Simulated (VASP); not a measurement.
# TeW2 (Fm-3m) in VASP: notebook, part 2 of 2

VASP 6.6.1.

**4. Single point, PBE (20.03 Å³/atom)**

This run uses another cell than the first one, of 20.03 Å³/atom.

Input file INCAR:

```
ALGO = Normal
EDIFF = 1E-7
ENCUT = 520
GGA = PE
ISIF = 2
ISMEAR = -1
LASPH = True
LCHARG = False
LREAL = False
LWAVE = False
NBANDS = 24
NELM = 80
PREC = Accurate
SIGMA = 0.05
```

Input file KPOINTS:

```
k-points
0
Gamma
  7 7 7
```

Input file POSCAR:

```
TeW2
1.0
    0.0000000000      3.1089381539      3.1089381539
    3.1089381539      0.0000000000      3.1089381539
    3.1089381539      3.1089381539      0.0000000000
Te W
1 2
Direct
    0.0000000000      0.0000000000      0.0000000000
    0.2500000000      0.2500000000      0.2500000000
    0.7500000000      0.7500000000      0.7500000000
```

Potentials or basis: VASP PAW PBE potentials, release 64 (Te, W_sv).

The run is started by

```bash
cat potpaw_PBE.64/Te/POTCAR potpaw_PBE.64/W_sv/POTCAR > POTCAR
mpirun -np 1 vasp_std > vasp.out
```

OUTCAR:

```text
EDIFF = 1E-7
   ENCUT = 520
   GGA = PE
   ISIF = 2
   ISMEAR = -1
   LASPH = True
   LREAL = False
   NELM = 80
   PREC = Accurate

 ion  position               nearest neighbor table
   1  0.000  0.000  0.000-   3 2.69   3 2.69   3 2.69   2 2.69   2 2.69   2 2.69   3 2.69   2 2.69

   2  0.250  0.250  0.250-   1 2.69   1 2.69   1 2.69   1 2.69   3 3.11   3 3.11   3 3.11   3 3.11
                             3 3.11   3 3.11
   3  0.750  0.750  0.750-   1 2.69   1 2.69   1 2.69   1 2.69   2 3.11   2 3.11   2 3.11   2 3.11
                             2 3.11   2 3.11

  LATTYP: Found a face centered cubic cell.
 ALAT       =     6.2178763078

  Lattice vectors:

 A1 = (   0.0000000000,   3.1089381539,   3.1089381539)
 A2 = (   3.1089381539,   0.0000000000,   3.1089381539)
 A3 = (   3.1089381539,   3.1089381539,   0.0000000000)

Analysis of symmetry for initial positions (statically):
=====================================================================
 Subroutine PRICEL returns:
 Original cell was already a primitive cell.

 Routine SETGRP: Setting up the symmetry group for a
 face centered cubic supercell.

 Subroutine GETGRP returns: Found 48 space group operations
 (whereof 48 operations were pure point group operations)
 out of a pool of 48 trial point group operations.

The static configuration has the point symmetry O_h .

Analysis of symmetry for dynamics (positions and initial velocities):
=====================================================================
 Subroutine PRICEL returns:
 Original cell was already a primitive cell.

 Routine SETGRP: Setting up the symmetry group for a
 face centered cubic supercell.

 Subroutine GETGRP returns: Found 48 space group operations
 (whereof 48 operations were pure point group operations)
 out of a pool of 48 trial point group operations.

The dynamic configuration has the point symmetry O_h .
[... 110 lines left out ...]
   EFERMI =   0.00;   METHOD = LEGACY
   ISMEAR =    -1;   SIGMA  =   0.05  broadening in eV -4-tet -1-fermi 0-gaus
   EFERMI_NEDOS =   21; number of points for ismear=-14 and -15
   IALGO  =     38    algorithm
   IMIX   =      4    mixing-type and parameters
     AMIX     =   0.40;   BMIX     =  1.00
     AMIX_MAG =   1.60;   BMIX_MAG =  1.00
  volume/ion in A,a.u.               =      20.03       135.19
  Fermi-wavevector in a.u.,A,eV,Ry     =   1.353980  2.558652 24.943058  1.833263
  Thomas-Fermi vector in A             =   2.481190
   LORBIT       =      0    0 simple, 1 ext, 2 COOP (PROOUT), +10 PAW based schemes
   GGA     = PE    functional components
   LHFCALC =     F    Hartree Fock is set to
   AEXX    =    0.0000 exact exchange contribution
   IVDW    =     0    specifies the selected vdW correction
   LEPSILON=     F    determine dielectric tensor
   LRPA    =     F    only Hartree local field effects (RPA)
 non-spin polarized calculation
  energy-cutoff  :      520.00
  volume of cell :       60.10
 maximum number of plane-waves:      1639
 NGX is ok and might be reduce to    36
   NGX = 17   NGY = 17   NGZ = 17

 number of electron      33.9999998 magnetization

 Free energy of the ion-electron system (eV)
  ---------------------------------------------------
  ext. energy  EPLUGINS =         0.00000000
  ---------------------------------------------------
  free energy    TOTEN  =       -24.30368192 eV

  energy without entropy =      -24.26974968  energy(sigma->0) =      -24.28671580

 E-fermi :  10.0535     XC(G=0): -11.9018

 val. band max:        9.9826022265   @ k =  -0.4286   0.2857   0.1429
 cond. band min:      10.0581992784   @ k =  -0.4286   0.4286   0.0000
 fundamental gap:      0.0755970519
 Fermi energy:        10.0535156775

 k-point     1 :       0.0000    0.0000    0.0000
  band No.  band energies     occupation
      1     -63.8913      2.00000
      2     -63.8571      2.00000
      3     -28.2392      2.00000
      4     -28.2392      2.00000
      5     -28.2392      2.00000
      6     -28.0316      2.00000
[... 529 lines left out ...]
     23      15.2860      0.00000
     24      16.8456      0.00000

------------------------ aborting loop because EDIFF is reached ----------------------------------------

  FORCE on cell =-STRESS in cart. coord.  units (eV):
  Direction    XX          YY          ZZ          XY          YZ          ZX
  --------------------------------------------------------------------------------------
  -------------------------------------------------------------------------------------
  Total        0.9437998      0.9437998      0.9437998     -0.0000000      0.0000000      0.0000000
  in kB       25.1607859     25.1607859     25.1607859     -0.0000000      0.0000000      0.0000000
  external PRESSURE =      25.1607859 kB  Pullay stress =       0.0000000 kB

 VOLUME and BASIS-vectors are now :
 -----------------------------------------------------------------------------
  energy-cutoff  :      520.00
  volume of cell :       60.10
      direct lattice vectors                 reciprocal lattice vectors
     0.000000000  3.108938154  3.108938154    -0.160826615  0.160826615  0.160826615
     3.108938154  0.000000000  3.108938154     0.160826615 -0.160826615  0.160826615
     3.108938154  3.108938154  0.000000000     0.160826615  0.160826615 -0.160826615

 POSITION                                       TOTAL-FORCE (eV/Angst)
 -----------------------------------------------------------------------------------
      0.00000      0.00000      0.00000         0.000000     -0.000000      0.000000
      1.55447      1.55447      1.55447         0.000000      0.000000      0.000000
      4.66341      4.66341      4.66341        -0.000000     -0.000000     -0.000000
 -----------------------------------------------------------------------------------
    total drift:                                0.000000      0.000000      0.000000

  FREE ENERGIE OF THE ION-ELECTRON SYSTEM (eV)
  ---------------------------------------------------
  free  energy   TOTEN  =       -24.3036819152 eV

  energy  without entropy=      -24.2697496823  energy(sigma->0) =      -24.28671580
```

stdout:

```text
POSCAR found type information on POSCAR TeW
 POSCAR found :  2 types and       3 ions
 scaLAPACK will be used
 LDA part: xc-table for (Slater+PW92), standard interpolation
 POSCAR, INCAR and KPOINTS ok, starting setup
 FFT: planning ... GRIDC
 FFT: planning ... GRID_SOFT
 FFT: planning ... GRID
 WAVECAR not read
 entering main loop
```

It took 20 s on 1 thread of Intel Xeon 6975P-C (Granite Rapids), shared host; peak memory 0.2 GiB.

What came out:

```
Free energy            : -24.3037 eV
Pressure               : 2.5 GPa
Band gap on the k mesh : zero (bands 17 and 18 overlap by 2.00 eV)
```

Caveat: spin-orbit coupling is left out, which moves the levels of the heavy elements.

**5. Single point, PBE**

This run uses another cell than the first one, of 20.44 Å³/atom.

Input file INCAR:

```
ALGO = Normal
EDIFF = 1E-6
ENCUT = 520
GGA = PE
ISIF = 2
ISMEAR = -1
LASPH = T
LCHARG = F
LREAL = F
LWAVE = F
NBANDS = 24
NELM = 60
PREC = Accurate
SIGMA = 0.05
```

KPOINTS is that of step 4.

Input file POSCAR:

```
TeW2
1.0
    0.0000000000      3.1299451300      3.1299451300
    3.1299451300      0.0000000000      3.1299451300
    3.1299451300      3.1299451300      0.0000000000
Te W
1 2
Direct
    0.0000000000      0.0000000000      0.0000000000
    0.2500000000      0.2500000000      0.2500000000
    0.7500000000      0.7500000000      0.7500000000
```

The run is started by

```bash
cat potpaw_PBE.64/Te/POTCAR potpaw_PBE.64/W_sv/POTCAR > POTCAR
mpirun -np 1 vasp_std > vasp.out
```

Run time: 17 s. Hardware: 1 thread of Intel Xeon 6975P-C (Granite Rapids), shared host; peak memory 0.2 GiB.

Results (log left out):

- Free energy: -24.3100 eV
- Pressure: -0.9 GPa
- Band gap on the k mesh: zero (bands 17 and 18 overlap by 1.94 eV)

Levels at points of the mesh, in eV from the Fermi level:
| k point | band 15 | band 16 | band 17 | band 18 | band 19 | band 20 |
| --- | --- | --- | --- | --- | --- | --- |
| (0.00, 0.00, 0.00) | -0.76 | 1.48 | 1.48 | 1.48 | 3.55 | 3.55 |

Caveat: spin-orbit coupling is left out, which moves the levels of the heavy elements.

**6. Summary**

| cell | gap on the mesh (eV) | pressure (GPa) |
| --- | --- | --- |
| a = 4.336 Å, angles 60.0°, 3 atoms | none | 10.9 |
| a = 4.367 Å, angles 60.0°, 3 atoms | none | 6.4 |
| a = 4.397 Å, angles 60.0°, 3 atoms | none | 2.5 |
| a = 4.426 Å, angles 60.0°, 3 atoms | none | -0.9 |

Alike in all rows: task single point; level PBE; potentials or basis VASP PAW PBE potentials, release 64 (Te, W_sv); no spin polarisation; k mesh 7 × 7 × 7; cutoff (eV) 520; smearing fermi-dirac 0.05 eV.

Caveats: spin-orbit coupling is left out, which moves the levels of the heavy elements; the cell stands under pressure (at least some runs).

Total energies depend on the potentials used, so only differences within one code and one set of settings carry meaning.
